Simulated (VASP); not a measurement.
# Ti in VASP: notebook

Runs on Ti. Level: PBE. Tasks: single point, relaxation of cell and atoms.

Everything below comes from runs of VASP 6.6.1. Logs are shortened: lines on timing, memory, paths and dates and some standing lists are left out, and cuts for length are marked.

## Step 1: The cell of the first run

It takes space group Fm-3m (No. 225, cubic). The conventional cell has a = 4.113 Å, b = 4.113 Å, c = 4.113 Å, α = 90.00°, β = 90.00°, γ = 90.00°. Within 3.8 Å of Ti (site symmetry m-3m) lie 12 Ti at 2.91 Å.

The cell was built from a structure type or drawn by symmetry, and may not be a known phase.

## Step 2: Single point, PBE

File INCAR:

```
SYSTEM = Ti
PREC = Accurate ; ENCUT = 520
EDIFF = 1E-6 ; ISMEAR = 0
SIGMA = 0.1 ; LREAL = .FALSE.
LASPH = .TRUE. ; NELM = 100
ALGO = Normal ; ISIF = 2
LWAVE = .FALSE. ; LCHARG = .FALSE.
GGA = PE ; NBANDS = 12
```

File KPOINTS:

```
regular mesh
0
G
  24 24 24
  0 0 0
```

File POSCAR:

```
Ti
1.0
    0.0000000000      2.0563341165      2.0563341165
    2.0563341165      0.0000000000      2.0563341165
    2.0563341165      2.0563341165      0.0000000000
Ti
1
Direct
    0.5000000000      0.5000000000      0.5000000000
```

Potentials or basis: VASP PAW PBE potentials, release 64 (Ti_sv).

The run is started by

```sh
cat potpaw_PBE.64/Ti_sv/POTCAR > POTCAR
mpirun -np 1 vasp_std > vasp.out
```

OUTCAR:

```text
SYSTEM = Ti
   PREC = Accurate
   ENCUT = 520
   EDIFF = 1E-6
   ISMEAR = 0
   LREAL = .FALSE.
   LASPH = .TRUE.
   NELM = 100
   ISIF = 2
   GGA = PE

 ion  position               nearest neighbor table
   1  0.500  0.500  0.500-

  LATTYP: Found a face centered cubic cell.
 ALAT       =     4.1126682330

  Lattice vectors:

 A1 = (   0.0000000000,   2.0563341165,   2.0563341165)
 A2 = (   2.0563341165,   0.0000000000,   2.0563341165)
 A3 = (   2.0563341165,   2.0563341165,   0.0000000000)

Analysis of symmetry for initial positions (statically):
=====================================================================
 Subroutine PRICEL returns:
 Original cell was already a primitive cell.

 Routine SETGRP: Setting up the symmetry group for a
 face centered cubic supercell.

 Subroutine GETGRP returns: Found 48 space group operations
 (whereof 48 operations were pure point group operations)
 out of a pool of 48 trial point group operations.

The static configuration has the point symmetry O_h .

Analysis of symmetry for dynamics (positions and initial velocities):
=====================================================================
 Subroutine PRICEL returns:
 Original cell was already a primitive cell.

 Routine SETGRP: Setting up the symmetry group for a
 face centered cubic supercell.

 Subroutine GETGRP returns: Found 48 space group operations
 (whereof 48 operations were pure point group operations)
 out of a pool of 48 trial point group operations.

The dynamic configuration has the point symmetry O_h .

 Subroutine INISYM returns: Found 48 space group operations
 (whereof 48 operations are pure point group operations),
 and found     1 'primitive' translations

----------------------------------------------------------------------------------------

                                     Primitive cell

  volume of cell :      17.3905

  direct lattice vectors                    reciprocal lattice vectors
     0.000000000  2.056334116  2.056334116    -0.243151147  0.243151147  0.243151147
     2.056334116  0.000000000  2.056334116     0.243151147 -0.243151147  0.243151147
     2.056334116  2.056334116  0.000000000     0.243151147  0.243151147 -0.243151147

  length of vectors
     2.908095596  2.908095596  2.908095596     0.421150141  0.421150141  0.421150141

  position of ions in fractional coordinates (direct lattice)
     0.500000000  0.500000000  0.500000000

  ion indices of the primitive-cell ions
   primitive index   ion index
                 1           1

----------------------------------------------------------------------------------------

 KPOINTS: regular mesh

Automatic generation of k-mesh.
 Grid dimensions read from file:
 generate k-points for:   24   24   24

 Generating k-lattice:

  Cartesian coordinates                     Fractional coordinates (reciprocal lattice)
    -0.010131298  0.010131298  0.010131298     0.041666667  0.000000000  0.000000000
     0.010131298 -0.010131298  0.010131298     0.000000000  0.041666667  0.000000000
     0.010131298  0.010131298 -0.010131298     0.000000000  0.000000000  0.041666667

  Length of vectors
     0.017547923  0.017547923  0.017547923

  Shift w.r.t. Gamma in fractional coordinates (k-lattice)
     0.000000000  0.000000000  0.000000000

 Subroutine IBZKPT returns following result:
 ===========================================

 Found    413 irreducible k-points:

 Following reciprocal coordinates:
            Coordinates               Weight
  0.000000  0.000000  0.000000      1.000000
  0.041667  0.000000  0.000000      8.000000
  0.083333  0.000000  0.000000      8.000000
  0.125000  0.000000  0.000000      8.000000
  0.166667  0.000000  0.000000      8.000000
  0.208333  0.000000  0.000000      8.000000
[... 16 lines left out ...]
  0.416667  0.041667  0.000000     24.000000
  0.458333  0.041667  0.000000     24.000000
 [... further k-points ...]
   k-points           NKPTS =    413   k-points in BZ     NKDIM =    413   number of bands    NBANDS=     12
   number of dos      NEDOS =    301   number of ions     NIONS =      1
   total plane-waves  NPLWV =  13824
   dimension x,y,z NGX =    24 NGY =   24 NGZ =   24
   dimension x,y,z NGXF=    48 NGYF=   48 NGZF=   48
   ions per type =               1
   NGX,Y,Z   is equivalent  to a cutoff of  13.72, 13.72, 13.72 a.u.
   NGXF,Y,Z  is equivalent  to a cutoff of  27.44, 27.44, 27.44 a.u.
 SYSTEM =  Ti
   PREC   = accura    normal or accurate (medium, high low for compatibility)
   ISTART =      0    job   : 0-new  1-cont  2-samecut
   ICHARG =      2    charge: 1-file 2-atom 10-const
   ISPIN  =      1    spin polarized calculation?
   LNONCOLLINEAR =      F non collinear calculations
   LSORBIT =      F    spin-orbit coupling
   LASPH  =      T    aspherical Exc in radial PAW
   ENCUT  =  520.0 eV  38.22 Ry    6.18 a.u.   5.41  5.41  5.41*2*pi/ulx,y,z
   NELM   =    100;   NELMIN=  2; NELMDL= -5     # of ELM steps
   EDIFF  = 0.1E-05   stopping-criterion for ELM
   LREAL  =      F    real-space projection
   EDIFFG = 0.1E-04   stopping-criterion for IOM
   NSW    =      0    number of steps for IOM
   IBRION =     -1    ionic relax: 0-MD 1-quasi-New 2-CG
   NFREE  =      0    steps in history (QN), initial steepest desc. (CG)
   ISIF   =      2    stress and relaxation
   ISYM   =      2    0-nonsym 1-usesym 2-fastsym
   POTIM  = 0.5000    time-step for ionic-motion
   TEBEG  =    0.0;   TEEND  =   0.0 temperature during run
   PSTRESS=    0.0 pullay stress
   NELECT =      12.0000    total number of electrons
   NUPDOWN=      -1.0000    fix difference up-down
   EMIN   =  10.00;   EMAX   =-10.00  energy-range for DOS
   EFERMI =   0.00;   METHOD = LEGACY
   ISMEAR =     0;   SIGMA  =   0.10  broadening in eV -4-tet -1-fermi 0-gaus
   EFERMI_NEDOS =   21; number of points for ismear=-14 and -15
   IALGO  =     38    algorithm
   IMIX   =      4    mixing-type and parameters
     AMIX     =   0.40;   BMIX     =  1.00
     AMIX_MAG =   1.60;   BMIX_MAG =  1.00
  volume/ion in A,a.u.               =      17.39       117.36
  Fermi-wavevector in a.u.,A,eV,Ry     =   1.446655  2.733781 28.474409  2.092810
  Thomas-Fermi vector in A             =   2.564699
   LORBIT       =      0    0 simple, 1 ext, 2 COOP (PROOUT), +10 PAW based schemes
   GGA     = PE    functional components
   LHFCALC =     F    Hartree Fock is set to
   AEXX    =    0.0000 exact exchange contribution
   IVDW    =     0    specifies the selected vdW correction
   LEPSILON=     F    determine dielectric tensor
   LRPA    =     F    only Hartree local field effects (RPA)
 non-spin polarized calculation
 Gauss-broadening in eV      SIGMA  =   0.10
  energy-cutoff  :      520.00
  volume of cell :       17.39
 maximum number of plane-waves:       489
 NGX is ok and might be reduce to    24
   NGX = 11   NGY = 11   NGZ = 11

 number of electron      12.0000002 magnetization

 Free energy of the ion-electron system (eV)
  ---------------------------------------------------
  ext. energy  EPLUGINS =         0.00000000
  ---------------------------------------------------
  free energy    TOTEN  =        -7.78210868 eV

  energy without entropy =       -7.77316288  energy(sigma->0) =       -7.77763578

 E-fermi :   8.2056     XC(G=0): -11.4929

 val. band max:        8.2042285454   @ k =  -0.4583   0.1250   0.0417
 cond. band min:       8.2106496740   @ k =  -0.1667   0.1250   0.0417
 fundamental gap:      0.0064211286
 Fermi energy:         8.2055682235

 k-point     1 :       0.0000    0.0000    0.0000
  band No.  band energies     occupation
      1     -48.5077      2.00000
      2     -24.3683      2.00000
      3     -24.3683      2.00000
      4     -24.3683      2.00000
      5       2.1132      2.00000
      6       9.0796      0.00000
      7       9.0796      0.00000
      8       9.0796      0.00000
      9      10.7074      0.00000
     10      10.7074      0.00000
     11      23.4457      0.00000
     12      27.9156      0.00000

 k-point     2 :       0.0417    0.0000    0.0000
  band No.  band energies     occupation
      1     -48.5056      2.00000
      2     -24.3802      2.00000
      3     -24.3698      2.00000
      4     -24.3698      2.00000
      5       2.1696      2.00000
      6       9.0444      0.00000
      7       9.1003      0.00000
      8       9.1003      0.00000
      9      10.6937      0.00000
     10      10.6937      0.00000
     11      23.4935      0.00000
     12      27.4053      0.00000

 k-point     3 :       0.0833    0.0000    0.0000
  band No.  band energies     occupation
      1     -48.4997      2.00000
      2     -24.4145      2.00000
      3     -24.3742      2.00000
      4     -24.3742      2.00000
      5       2.3367      2.00000
      6       8.9441      0.00000
      7       9.1581      0.00000
      8       9.1581      0.00000
      9      10.6581      0.00000
     10      10.6581      0.00000
     11      23.6075      0.00000
     12      26.3550      0.00000
[... 286 lines left out ...]
 k-point    23 :       0.4167    0.0417    0.0000
  band No.  band energies     occupation
      1     -48.3965      2.00000
      2     -24.9717      2.00000
      3     -24.4527      2.00000
      4     -24.4494      2.00000
      5       5.4381      2.00000
      6       8.3955      0.00722
      7       9.0140      0.00000
      8       9.0911      0.00000
      9      11.5337      0.00000
     10      11.6367      0.00000
     11      17.3583      0.00000
     12      23.0243      0.00000

 k-point    24 :       0.4583    0.0417    0.0000
  band No.  band energies     occupation
      1     -48.3892      2.00000
      2     -25.0099      2.00000
      3     -24.4565      2.00000
      4     -24.4560      2.00000
      5       5.5986      2.00000
      6       8.5803      0.00000
      7       8.9922      0.00000
      8       9.0342      0.00000
      9      11.7314      0.00000
     10      11.7446      0.00000
     11      16.7000      0.00000
     12      22.8272      0.00000

 [... further k-points ...]

------------------------ aborting loop because EDIFF is reached ----------------------------------------

  FORCE on cell =-STRESS in cart. coord.  units (eV):
  Direction    XX          YY          ZZ          XY          YZ          ZX
  --------------------------------------------------------------------------------------
  -------------------------------------------------------------------------------------
  Total       -0.0333045     -0.0333045     -0.0333045     -0.0000000      0.0000000     -0.0000000
  in kB       -3.0683367     -3.0683367     -3.0683367     -0.0000000      0.0000000     -0.0000000
  external PRESSURE =      -3.0683367 kB  Pullay stress =       0.0000000 kB

 VOLUME and BASIS-vectors are now :
 -----------------------------------------------------------------------------
  energy-cutoff  :      520.00
  volume of cell :       17.39
      direct lattice vectors                 reciprocal lattice vectors
     0.000000000  2.056334116  2.056334116    -0.243151147  0.243151147  0.243151147
     2.056334116  0.000000000  2.056334116     0.243151147 -0.243151147  0.243151147
     2.056334116  2.056334116  0.000000000     0.243151147  0.243151147 -0.243151147

 POSITION                                       TOTAL-FORCE (eV/Angst)
 -----------------------------------------------------------------------------------
      2.05633      2.05633      2.05633        -0.000000     -0.000000      0.000000
 -----------------------------------------------------------------------------------
    total drift:                               -0.000000     -0.000000      0.000000

  FREE ENERGIE OF THE ION-ELECTRON SYSTEM (eV)
  ---------------------------------------------------
  free  energy   TOTEN  =        -7.7821086833 eV

  energy  without entropy=       -7.7731628840  energy(sigma->0) =       -7.77763578
```

Wall time 2.5 min (1 thread of AMD EPYC 7R13, shared host); peak memory 0.18 GiB.

What came out:

* Free energy: -7.7821 eV
* Pressure: -0.3 GPa
* Band gap on the k mesh: zero (bands 6 and 7 overlap by 1.25 eV)

[end of part 1 of 2]
